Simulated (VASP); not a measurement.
# TiO2: single point with PBE+U

TiO2:

```
Ti O
1.0
     2.76943   -2.76951   -0.02067
     2.76943    2.76951   -0.02067
    -2.73186    0.00000    5.03750
Ti O
2 4
Direct
  0.12501 0.87499 0.25000
  0.87499 0.12501 0.75000
  0.31795 0.06798 0.63591
  0.68205 0.93202 0.36409
  0.93202 0.68205 0.86409
  0.06798 0.31795 0.13591
```

This cell differs from its parent crystal: atoms shifted along a free coordinate.

| Quantity | Value |
| --- | --- |
| Program | VASP 6.6.1 |
| Task | single point |
| Functional | PBE |
| Potentials or basis | VASP PAW PBE potentials, release 64 (Ti_sv, O) |
| Cutoff | 520 eV |
| k mesh | 6 × 6 × 6 |
| Occupations | gaussian, width 0.05 eV |
| Spin | no spin polarisation |
| Hubbard terms | Ti d U = 4.0 eV |
| Dipole correction | no |
| Further INCAR settings | ALGO = Normal; EDIFF = 1e-06; NBANDS = 33 |

- Pressure: -2.6 GPa
- Largest force: 1.760 eV/Å
- Band gap on the k mesh: 2.61 eV (least direct gap 2.80 eV)

Forces on the atoms (eV/Å):
```
Ti   0.000  0.000  0.000
Ti   0.000  0.000  0.000
O    0.013  0.000  1.759
O   -0.013  0.000 -1.759
O   -0.013  0.000 -1.759
O    0.013  0.000  1.759
```

Stress tensor (GPa, compression positive):
```
-7.51  0.00  0.11
 0.00 -7.51  0.00
 0.11  0.00  7.15
```

Levels at points of the mesh, in eV from the valence-band top:
| k point | band 22 | band 23 | band 24 | band 25 | band 26 | band 27 |
| --- | --- | --- | --- | --- | --- | --- |
| (0.00, 0.00, 0.00) | -0.52 | -0.32 | -0.32 | 2.61 | 3.22 | 4.40 |
| (0.50, 0.00, 0.00) | -0.77 | -0.70 | -0.52 | 3.34 | 3.62 | 3.67 |
| (0.50, 0.50, 0.00) | -1.54 | -0.41 | -0.41 | 3.37 | 3.37 | 3.76 |
| (0.00, 0.00, 0.50) | -0.92 | 0.00 | 0.00 | 2.91 | 2.91 | 3.99 |
| (0.50, 0.00, 0.50) | -0.76 | -0.70 | -0.52 | 3.34 | 3.61 | 3.67 |
| (0.50, 0.50, 0.50) | -1.55 | -0.41 | -0.41 | 3.37 | 3.37 | 3.76 |

Eigenvalues of the final occupation matrices:
```
    site  spin  trace               eigenvalues
site 1 d     1   0.77  0.08 0.10 0.10 0.21 0.27
site 1 d     2   0.77  0.08 0.10 0.10 0.21 0.27
site 2 d     1   0.77  0.08 0.10 0.10 0.21 0.27
site 2 d     2   0.77  0.08 0.10 0.10 0.21 0.27
```

Wall time 2.2 min on 1 thread of Intel(R) Xeon(R) 6975P-C (Granite Rapids), on a shared host, peak memory 0.28 GiB.

Caveat: the cell differs from its parent crystal (atoms shifted along a free coordinate); the stress differs along the axes, from -8 to 7 GPa; forces of over 1 eV/Å act on the atoms, so gaps and moduli don't describe the material at rest. A k mesh can miss the band edges.
